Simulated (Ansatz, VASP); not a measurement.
SnO2: VASP beside Ansatz

```xyz
3
Lattice="1.6171 0.9336 4.8006 -1.6171 0.9336 4.8006 0.0000 -1.8673 4.8006" Properties=species:S:1:pos:R:3 pbc="T T T"
Sn    0.0000    0.0000    7.2009
O     0.0000    0.0000   10.9861
O     0.0000    0.0000    3.4157
```

Alike in both runs: task relaxation of cell and atoms; functional LDA; k mesh 8 × 8 × 8; occupations fermi-dirac, width 0.05 eV; no spin polarisation.

|  | VASP | Ansatz |
| --- | --- | --- |
| version | VASP 6.6.1 | Ansatz 0.2.0 |
| potentials or method | VASP PAW LDA potentials, release 64 (Sn_d, O), cutoff 600 eV | all-electron LAPW, scalar-relativistic |

|  | VASP | Ansatz | Ansatz less VASP |
| --- | --- | --- | --- |
| relaxed volume (Å³/atom) | 12.07 | 12.13 | +0.061 |
| relaxed length of the cell vector where the two differ most in proportion (Å) | 4.445 | 4.483 | +0.0377 |

LDA's correlation is that of Perdew and Zunger in VASP and of Perdew and Wang (1992) in Ansatz. Ansatz ran all-electron here, and VASP with PAW potentials.

Noted on VASP's run: the volume moved by over 15 % at a fixed basis, so the end points are rough. Noted on Ansatz's run: the k mesh is thin for a metal, which can move the energy by tens of meV per atom; the volume moved by over 15 % at a fixed basis, so the end points are rough.
